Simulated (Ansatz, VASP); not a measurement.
# Two plane-wave programs on AlW

Contents of INCAR:

```
PREC = Accurate
ENCUT = 600
EDIFF = 1E-6
ISMEAR = 0
SIGMA = 0.1
LREAL = F
LASPH = T
NELM = 60
ALGO = Normal
ISIF = 3
LWAVE = F
LCHARG = F
GGA = PE
IBRION = 2
NSW = 90
EDIFFG = -0.04
```

File KPOINTS:

```
regular mesh
0
Gamma
  6 6 6
```

The input POSCAR:

```
AlW
1.0
    1.4839660100      0.8567681700      4.3141096600
   -1.4839660100      0.8567681700      4.3141096600
    0.0000000000     -1.7135363500      4.3141096600
Al W
1 1
Direct
    0.0000000000      0.0000000000      0.0000000000
    0.5000000000      0.5000000000      0.5000000000
```

Input for Ansatz:

```yaml
crystal:
  lattice:
    - [1.48396601, 0.85676817, 4.31410966]
    - [-1.48396601, 0.85676817, 4.31410966]
    - [0.0, -1.71353635, 4.31410966]
  atoms:
    - { symbol: Al, position: [0.0, 0.0, 0.0] }
    - { symbol: W, position: [0.5, 0.5, 0.5] }
basis:
  ecutwfc: 420
kpoints:
  mp_grid: { grid: [6, 6, 6] }
hamiltonian:
  xc: pbe
scf:
  occupations: { method: gaussian, width: 0.1 }
  lower_state_search: "off"
output:
  forces: true
  stress: true
  eigenvalues: true
relax:
  adjacent_minimum: "off"
  f_tol: 0.04
  max_steps: 70
  cell: { stress_tol: 0.4 }
```

Alike in both runs: task relaxation of cell and atoms; functional PBE; k mesh 6 × 6 × 6; occupations gaussian, width 0.1 eV; no spin polarisation.

|  | VASP | Ansatz |
| --- | --- | --- |
| version | VASP 6.6.1 | Ansatz 0.2.0 |
| potentials or method | VASP PAW PBE potentials, release 64 (Al, W_sv), cutoff 600 eV | scalar-relativistic, plane waves, PAW |
| valence electrons in the cell | 17 | 17 |

|  | VASP | Ansatz | Ansatz less VASP |
| --- | --- | --- | --- |
| gap on the k mesh at the Fermi level, each at its own relaxed structure (eV) | none | none | - |
| relaxed volume (Å³/atom) | 15.78 | 15.78 | 0.000 |
| relaxed cell length with the largest relative difference (Å) | 4.794 | 4.794 | 0.0000 |

A gap of «none» marks a metal or a gap that the smearing closes.

The k mesh is coarse, so the values compare programs but aren't converged. Neither program's run includes spin-orbit coupling.
